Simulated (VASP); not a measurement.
# PbS (rock salt) (Fm-3m) in VASP: notebook

The runs below take PbS (rock salt) through single point, with PBE.

All numbers are computed with VASP 6.6.1; they aren't measurements. Logs are shortened: lines on timing, memory, paths and dates and some standing lists are left out, and cuts for length are marked.

**1. The cell of the first run**

It takes space group Fm-3m (No. 225, cubic). The conventional cell has a = 5.856 Å, b = 5.856 Å, c = 5.856 Å, α = 90.00°, β = 90.00°, γ = 90.00°. Pb (site symmetry m-3m) has 6 S at 2.93 Å within 3.9 Å. S (site symmetry m-3m) has 6 Pb at 2.93 Å within 3.9 Å.

**2. Single point, PBE (volume scaled by 0.96)**

File INCAR:

```
SYSTEM = PbS
  ALGO = Normal
  EDIFF = 1E-6
  ENCUT = 500
  GGA = PE
  GGA_COMPAT = .False.
  ISIF = 2
  ISMEAR = 0
  LASPH = .True.
  LCHARG = .False.
  LREAL = .False.
  LWAVE = .False.
  NBANDS = 17
  NELM = 120
  PREC = Accurate
  SIGMA = 0.03
```

File KPOINTS:

```
k-points
0
Gamma
  12 12 12
  0 0 0
```

File POSCAR:

```
PbS
1.0
    0.0000000000      2.9278869746      2.9278869746
    2.9278869746      0.0000000000      2.9278869746
    2.9278869746      2.9278869746      0.0000000000
Pb S
1 1
Direct
    0.0000000000      0.0000000000      0.0000000000
    0.5000000000      0.5000000000      0.5000000000
```

Potentials or basis: VASP PAW PBE potentials, release 64 (Pb_d, S).

Run with:

```console
cat potpaw_PBE.64/Pb_d/POTCAR potpaw_PBE.64/S/POTCAR > POTCAR
mpirun -np 1 vasp_std > vasp.out
```

OUTCAR:

```text
SYSTEM = PbS
   EDIFF = 1E-6
   ENCUT = 500
   GGA = PE
   ISIF = 2
   ISMEAR = 0
   LASPH = .True.
   LREAL = .False.
   NELM = 120
   PREC = Accurate

 ion  position               nearest neighbor table
   1  0.000  0.000  0.000-   2 2.93   2 2.93   2 2.93   2 2.93   2 2.93   2 2.93
   2  0.500  0.500  0.500-   1 2.93   1 2.93   1 2.93   1 2.93   1 2.93   1 2.93

  LATTYP: Found a face centered cubic cell.
 ALAT       =     5.8557739492

  Lattice vectors:

 A1 = (   0.0000000000,   2.9278869746,   2.9278869746)
 A2 = (   2.9278869746,   0.0000000000,   2.9278869746)
 A3 = (   2.9278869746,   2.9278869746,   0.0000000000)

Analysis of symmetry for initial positions (statically):
=====================================================================
 Subroutine PRICEL returns:
 Original cell was already a primitive cell.

 Routine SETGRP: Setting up the symmetry group for a
 face centered cubic supercell.

 Subroutine GETGRP returns: Found 48 space group operations
 (whereof 48 operations were pure point group operations)
 out of a pool of 48 trial point group operations.

The static configuration has the point symmetry O_h .

Analysis of symmetry for dynamics (positions and initial velocities):
=====================================================================
 Subroutine PRICEL returns:
 Original cell was already a primitive cell.

 Routine SETGRP: Setting up the symmetry group for a
 face centered cubic supercell.

 Subroutine GETGRP returns: Found 48 space group operations
 (whereof 48 operations were pure point group operations)
 out of a pool of 48 trial point group operations.

The dynamic configuration has the point symmetry O_h .

 Subroutine INISYM returns: Found 48 space group operations
 (whereof 48 operations are pure point group operations),
 and found     1 'primitive' translations

----------------------------------------------------------------------------------------

                                     Primitive cell

  volume of cell :      50.1988

  direct lattice vectors                    reciprocal lattice vectors
     0.000000000  2.927886975  2.927886975    -0.170771619  0.170771619  0.170771619
     2.927886975  0.000000000  2.927886975     0.170771619 -0.170771619  0.170771619
     2.927886975  2.927886975  0.000000000     0.170771619  0.170771619 -0.170771619

  length of vectors
     4.140657469  4.140657469  4.140657469     0.295785121  0.295785121  0.295785121

  position of ions in fractional coordinates (direct lattice)
     0.000000000  0.000000000  0.000000000
     0.500000000  0.500000000  0.500000000

  ion indices of the primitive-cell ions
   primitive index   ion index
                 1           1
                 2           2

----------------------------------------------------------------------------------------

 KPOINTS: k-points

Automatic generation of k-mesh.
 Grid dimensions read from file:
 generate k-points for:   12   12   12

 Generating k-lattice:

  Cartesian coordinates                     Fractional coordinates (reciprocal lattice)
    -0.014230968  0.014230968  0.014230968     0.083333333  0.000000000  0.000000000
     0.014230968 -0.014230968  0.014230968     0.000000000  0.083333333  0.000000000
     0.014230968  0.014230968 -0.014230968     0.000000000  0.000000000  0.083333333

  Length of vectors
     0.024648760  0.024648760  0.024648760

  Shift w.r.t. Gamma in fractional coordinates (k-lattice)
     0.000000000  0.000000000  0.000000000

 Subroutine IBZKPT returns following result:
 ===========================================

 Found     72 irreducible k-points:

 Following reciprocal coordinates:
            Coordinates               Weight
  0.000000  0.000000  0.000000      1.000000
  0.083333  0.000000  0.000000      8.000000
  0.166667  0.000000  0.000000      8.000000
  0.250000  0.000000  0.000000      8.000000
  0.333333  0.000000  0.000000      8.000000
  0.416667  0.000000  0.000000      8.000000
[... 16 lines left out ...]
  0.500000  0.166667  0.000000     24.000000
 -0.416667  0.166667  0.000000     24.000000
 [... further k-points ...]
   k-points           NKPTS =     72   k-points in BZ     NKDIM =     72   number of bands    NBANDS=     17
   number of dos      NEDOS =    301   number of ions     NIONS =      2
   total plane-waves  NPLWV =  27000
   dimension x,y,z NGX =    30 NGY =   30 NGZ =   30
   dimension x,y,z NGXF=    60 NGYF=   60 NGZF=   60
   ions per type =               1   1
   NGX,Y,Z   is equivalent  to a cutoff of  12.04, 12.04, 12.04 a.u.
   NGXF,Y,Z  is equivalent  to a cutoff of  24.09, 24.09, 24.09 a.u.
 SYSTEM =  PbS
   PREC   = accura    normal or accurate (medium, high low for compatibility)
   ISTART =      0    job   : 0-new  1-cont  2-samecut
   ICHARG =      2    charge: 1-file 2-atom 10-const
   ISPIN  =      1    spin polarized calculation?
   LNONCOLLINEAR =      F non collinear calculations
   LSORBIT =      F    spin-orbit coupling
   LASPH  =      T    aspherical Exc in radial PAW
   ENCUT  =  500.0 eV  36.75 Ry    6.06 a.u.   7.55  7.55  7.55*2*pi/ulx,y,z
   NELM   =    120;   NELMIN=  2; NELMDL= -5     # of ELM steps
   EDIFF  = 0.1E-05   stopping-criterion for ELM
   LREAL  =      F    real-space projection
   EDIFFG = 0.1E-04   stopping-criterion for IOM
   NSW    =      0    number of steps for IOM
   IBRION =     -1    ionic relax: 0-MD 1-quasi-New 2-CG
   NFREE  =      0    steps in history (QN), initial steepest desc. (CG)
   ISIF   =      2    stress and relaxation
   ISYM   =      2    0-nonsym 1-usesym 2-fastsym
   POTIM  = 0.5000    time-step for ionic-motion
   TEBEG  =    0.0;   TEEND  =   0.0 temperature during run
   PSTRESS=    0.0 pullay stress
   NELECT =      20.0000    total number of electrons
   NUPDOWN=      -1.0000    fix difference up-down
   EMIN   =  10.00;   EMAX   =-10.00  energy-range for DOS
   EFERMI =   0.00;   METHOD = LEGACY
   ISMEAR =     0;   SIGMA  =   0.03  broadening in eV -4-tet -1-fermi 0-gaus
   EFERMI_NEDOS =   21; number of points for ismear=-14 and -15
   IALGO  =     38    algorithm
   IMIX   =      4    mixing-type and parameters
     AMIX     =   0.40;   BMIX     =  1.00
     AMIX_MAG =   1.60;   BMIX_MAG =  1.00
  volume/ion in A,a.u.               =      25.10       169.38
  Fermi-wavevector in a.u.,A,eV,Ry     =   1.204631  2.276422 19.743886  1.451135
  Thomas-Fermi vector in A             =   2.340350
   LORBIT       =      0    0 simple, 1 ext, 2 COOP (PROOUT), +10 PAW based schemes
   GGA     = PE    functional components
   LHFCALC =     F    Hartree Fock is set to
   AEXX    =    0.0000 exact exchange contribution
   IVDW    =     0    specifies the selected vdW correction
   LEPSILON=     F    determine dielectric tensor
   LRPA    =     F    only Hartree local field effects (RPA)
 non-spin polarized calculation
 Gauss-broadening in eV      SIGMA  =   0.03
  energy-cutoff  :      500.00
  volume of cell :       50.20
 maximum number of plane-waves:      1303
   NGX = 15   NGY = 15   NGZ = 15

 number of electron      19.9999999 magnetization

 Free energy of the ion-electron system (eV)
  ---------------------------------------------------
  ext. energy  EPLUGINS =         0.00000000
  ---------------------------------------------------
  free energy    TOTEN  =        -8.71237635 eV

  energy without entropy =       -8.71237635  energy(sigma->0) =       -8.71237635

 E-fermi :   6.4976     XC(G=0):  -9.8648

 val. band max:        6.3912414842   @ k =   0.5000   0.0000   0.0000
 cond. band min:       6.6041857606   @ k =   0.5000   0.0000   0.0000
 fundamental gap:      0.2129442764
 Fermi energy:         6.4975951579

 k-point     1 :       0.0000    0.0000    0.0000
  band No.  band energies     occupation
      1     -10.5516      2.00000
      2     -10.5516      2.00000
      3     -10.5516      2.00000
      4     -10.5362      2.00000
      5     -10.5362      2.00000
      6      -7.6138      2.00000
[... 9 lines left out ...]
     16      12.9693      0.00000
     17      14.8809      0.00000

 k-point     2 :       0.0833    0.0000    0.0000
  band No.  band energies     occupation
      1     -10.5513      2.00000
      2     -10.5497      2.00000
      3     -10.5497      2.00000
      4     -10.5371      2.00000
      5     -10.5371      2.00000
      6      -7.5504      2.00000
[... 9 lines left out ...]
     16      13.1665      0.00000
     17      15.5283      0.00000

 k-point     3 :       0.1667    0.0000    0.0000
  band No.  band energies     occupation
      1     -10.5505      2.00000
      2     -10.5505      2.00000
      3     -10.5505      2.00000
      4     -10.5333      2.00000
      5     -10.5333      2.00000
      6      -7.3654      2.00000
[... 9 lines left out ...]
     16      13.5983      0.00000
     17      16.8540      0.00000

 k-point     4 :       0.2500    0.0000    0.0000
  band No.  band energies     occupation
      1     -10.5582      2.00000
      2     -10.5582      2.00000
      3     -10.5498      2.00000
      4     -10.5215      2.00000
      5     -10.5215      2.00000
      6      -7.0774      2.00000
[... 9 lines left out ...]
     16      14.2222      0.00000
     17      18.3642      0.00000
[... 343 lines left out ...]
      1     -10.6064      2.00000
      2     -10.5513      2.00000
      3     -10.5499      2.00000
      4     -10.5146      2.00000
      5     -10.4958      2.00000
      6      -6.4141      2.00000
[... 9 lines left out ...]
     16      16.6332      0.00000
     17      17.7997      0.00000

 k-point    23 :       0.5000    0.1667    0.0000
  band No.  band energies     occupation
      1     -10.6082      2.00000
      2     -10.5571      2.00000
      3     -10.5445      2.00000
      4     -10.5118      2.00000
      5     -10.4933      2.00000
      6      -6.1633      2.00000
[... 9 lines left out ...]
     16      16.6782      0.00000
     17      17.2064      0.00000

 k-point    24 :      -0.4167    0.1667    0.0000
  band No.  band energies     occupation
      1     -10.6024      2.00000
      2     -10.5617      2.00000
      3     -10.5404      2.00000
      4     -10.5105      2.00000
      5     -10.4980      2.00000
      6      -6.1250      2.00000
[... 9 lines left out ...]
     16      15.8268      0.00000
     17      17.8443      0.00000

 [... further k-points ...]
[... 5 lines left out ...]
  --------------------------------------------------------------------------------------
  -------------------------------------------------------------------------------------
  Total        1.4898920      1.4898920      1.4898920      0.0000000     -0.0000000      0.0000000
  in kB       47.5524012     47.5524012     47.5524012      0.0000000     -0.0000000      0.0000000
  external PRESSURE =      47.5524012 kB  Pullay stress =       0.0000000 kB

 VOLUME and BASIS-vectors are now :
 -----------------------------------------------------------------------------
  energy-cutoff  :      500.00
  volume of cell :       50.20
      direct lattice vectors                 reciprocal lattice vectors
     0.000000000  2.927886975  2.927886975    -0.170771619  0.170771619  0.170771619
     2.927886975  0.000000000  2.927886975     0.170771619 -0.170771619  0.170771619
     2.927886975  2.927886975  0.000000000     0.170771619  0.170771619 -0.170771619

 POSITION                                       TOTAL-FORCE (eV/Angst)
 -----------------------------------------------------------------------------------
      0.00000      0.00000      0.00000        -0.000000      0.000000      0.000000
      2.92789      2.92789      2.92789         0.000000     -0.000000     -0.000000
 -----------------------------------------------------------------------------------
    total drift:                               -0.000000      0.000000      0.000000

  FREE ENERGIE OF THE ION-ELECTRON SYSTEM (eV)
  ---------------------------------------------------
  free  energy   TOTEN  =        -8.7123763460 eV

  energy  without entropy=       -8.7123763458  energy(sigma->0) =       -8.71237635
```

Wall time 84 s (1 thread of AMD EPYC 7R13, shared host); peak memory 0.18 GiB.

Results:

* Free energy: -8.7124 eV
* Pressure: 4.8 GPa
* Band gap on the k mesh: 0.21 eV, direct

Caveat: spin-orbit coupling is left out, which moves the levels of the heavy elements. A k mesh can miss the band edges.

**3. Single point, PBE (volume scaled by 0.99)**

File INCAR:

```
SYSTEM = PbS
ALGO = Normal
EDIFF = 1E-6
ENCUT = 500
GGA = PE
GGA_COMPAT = .False.
ISIF = 2
ISMEAR = 0
LASPH = .True.
LCHARG = .True.
LELF = .True.
LREAL = .False.
LVHAR = .True.
LWAVE = .False.
NBANDS = 17
NELM = 120
PREC = Accurate
SIGMA = 0.03
```

KPOINTS is that of step 2.

File POSCAR:

```
PbS
1.0
    0.0000000000      2.9580735044      2.9580735044
    2.9580735044      0.0000000000      2.9580735044
    2.9580735044      2.9580735044      0.0000000000
Pb S
1 1
Direct
    0.0000000000      0.0000000000      0.0000000000
    0.5000000000      0.5000000000      0.5000000000
```

Potentials or basis: VASP PAW PBE potentials, release 64 (Pb_d, S).

Run with:

```console
cat potpaw_PBE.64/Pb_d/POTCAR potpaw_PBE.64/S/POTCAR > POTCAR
mpirun -np 1 vasp_std > vasp.out
```

Run time: 1.8 min. Hardware: 1 thread of AMD EPYC 7R13, shared host; peak memory 0.18 GiB.

It converged, with:

* Free energy: -8.7492 eV
* Pressure: 2.6 GPa
* Band gap on the k mesh: 0.33 eV, direct

Levels at points of the mesh, in eV from the valence-band top:
```csv
k point,band 6,band 7,band 8,band 9,band 10,band 11,band 12,band 13,band 14,band 15
"(0.00, 0.00, 0.00)",-13.68,-6.03,-2.22,-2.22,-2.22,5.23,5.23,5.23,6.70,6.70
"(0.50, 0.00, 0.00)",-12.42,-8.90,-1.82,-1.82,0.00,0.33,1.94,1.94,8.66,10.10
"(0.50, 0.50, 0.00)",-11.97,-7.22,-5.28,-3.50,-3.50,3.82,5.59,5.70,5.70,11.17
```

Caveat: spin-orbit coupling is left out, which moves the levels of the heavy elements.

**4. Single point, PBE (volume scaled by 1.05)**

File INCAR:

```
SYSTEM = PbS
PREC = Accurate ; ENCUT = 500
EDIFF = 1E-6 ; ISMEAR = 0
SIGMA = 0.03 ; LREAL = .False.
LASPH = .True. ; NELM = 120
ALGO = Normal ; ISIF = 2
LWAVE = .False. ; LCHARG = .False.
GGA = PE ; NBANDS = 17
GGA_COMPAT = .False.
```

File KPOINTS:

```
regular mesh
0
Gamma
  12 12 12
  0 0 0
```

File POSCAR:

```
PbS
1.0
    0.0000000000      3.0166643870      3.0166643870
    3.0166643870      0.0000000000      3.0166643870
    3.0166643870      3.0166643870      0.0000000000
Pb S
1 1
Direct
    0.0000000000      0.0000000000      0.0000000000
    0.5000000000      0.5000000000      0.5000000000
```

Run with:

```console
cat potpaw_PBE.64/Pb_d/POTCAR potpaw_PBE.64/S/POTCAR > POTCAR
mpirun -np 1 vasp_std > vasp.out
```

Wall time 91 s (1 thread of AMD EPYC 7R13, shared host); peak memory 0.18 GiB.

It converged, with:

- Free energy: -8.7681 eV
- Pressure: -0.7 GPa
- Band gap on the k mesh: 0.54 eV, direct

Levels at points of the mesh, in eV from the valence-band top:
```csv
k point,band 8,band 9,band 10,band 11,band 12,band 13
"(0.00, 0.00, 0.00)",-1.88,-1.88,-1.88,5.11,5.11,5.11
"(0.50, 0.00, 0.00)",-1.52,-1.52,0.00,0.54,2.12,2.12
"(0.50, 0.50, 0.00)",-4.72,-3.07,-3.07,4.13,5.45,5.54
```

Caveat: spin-orbit coupling is left out, which moves the levels of the heavy elements. A k mesh can miss the band edges.

**5. Overview**

| cell | gap on the mesh (eV) | pressure (GPa) |
| --- | --- | --- |
| a = 4.141 Å, angles 60.0°, 2 atoms | 0.21 | 4.8 |
| a = 4.183 Å, angles 60.0°, 2 atoms | 0.33 | 2.6 |
| a = 4.266 Å, angles 60.0°, 2 atoms | 0.54 | -0.7 |

Alike in all rows: task single point; level PBE; potentials or basis VASP PAW PBE potentials, release 64 (Pb_d, S); no spin polarisation; k mesh 12 × 12 × 12; cutoff (eV) 500; smearing gaussian 0.03 eV.

Caveats: spin-orbit coupling is left out, which moves the levels of the heavy elements.

Absolute energies hang on the potentials; compare differences alone.
